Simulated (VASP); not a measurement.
The system is Sn.

```
Sn
1.0
     0.00000    3.24560    3.24560
     3.24560    0.00000    3.24560
     3.24560    3.24560    0.00000
Sn
2
Direct
  0.50000 0.50000 0.50000
  0.75000 0.75000 0.75000
```

This isn't the form of Sn at room conditions, which is tetragonal (white tin).

* Program: VASP 6.6.1
* Task: relaxation of cell and atoms
* Functional: PBE
* Potentials or basis: VASP PAW PBE potentials, release 64 (Sn_d)
* Cutoff: 600 eV
* k mesh: 12 × 12 × 12
* Occupations: gaussian, width 0.1 eV
* Spin: no spin polarisation

At the start: pressure 3.2 GPa; volume 34.19 Å³/atom.

**Question.** How do energy, volume and symmetry change on relaxing?

**Answer.** Over 3 steps the energy falls by 24.3 meV/atom and the volume is 36.81 Å³/atom (+7.7 %); space group Fd-3m (No. 227, to 0.1 Å) before and after.

The path:
| step | energy change (eV) | largest force (eV/Å) | pressure (GPa) | volume (Å³) |
| --- | --- | --- | --- | --- |
| 1 | 0.0000 | 0.0000 | 3.19 | 68.38 |
| 2 | -0.0444 | 0.0000 | -0.77 | 75.33 |
| 3 | -0.0486 | 0.0000 | -0.01 | 73.62 |

Final structure:
```
CELL_PARAMETERS angstrom
0.00000 3.32645 3.32645
3.32645 0.00000 3.32645
3.32645 3.32645 0.00000
ATOMIC_POSITIONS crystal
Sn 0.50000 0.50000 0.50000
Sn 0.75000 0.75000 0.75000
```
